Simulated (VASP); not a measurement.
A run of VASP 6.6.1 is set up as follows.

Contents of INCAR:

```
SYSTEM = Si
PREC = Accurate ; ENCUT = 500
EDIFF = 1E-6 ; ISMEAR = -1
SIGMA = 0.1 ; LREAL = .False.
LASPH = .True. ; NELM = 120
ALGO = Normal ; ISIF = 2
LWAVE = .False. ; LCHARG = .False.
GGA = PE ; NBANDS = 8
GGA_COMPAT = .False.
```

The input KPOINTS:

```
Automatic mesh
0
Gamma
  15 15 15
  0 0 0
```

Contents of POSCAR:

```
Si
1.0
    0.0000000000      1.7027534134      1.7027534134
    1.7027534134      0.0000000000      1.7027534134
    1.7027534134      1.7027534134      0.0000000000
Si
1
Direct
    0.0000000000      0.0000000000      0.0000000000
```

Potentials or basis: VASP PAW PBE potentials, release 64 (Si).

Command:

```bash
$ cat potpaw_PBE.64/Si/POTCAR > POTCAR
$ mpirun -np 1 vasp_std > vasp.out
```

Q: Predict the band gap on the k mesh.

A: Zero (band 2 reaches 29.58 eV, above the bottom of band 3 at 12.96 eV).

Q: Predict the pressure.

A: 72.6 GPa.
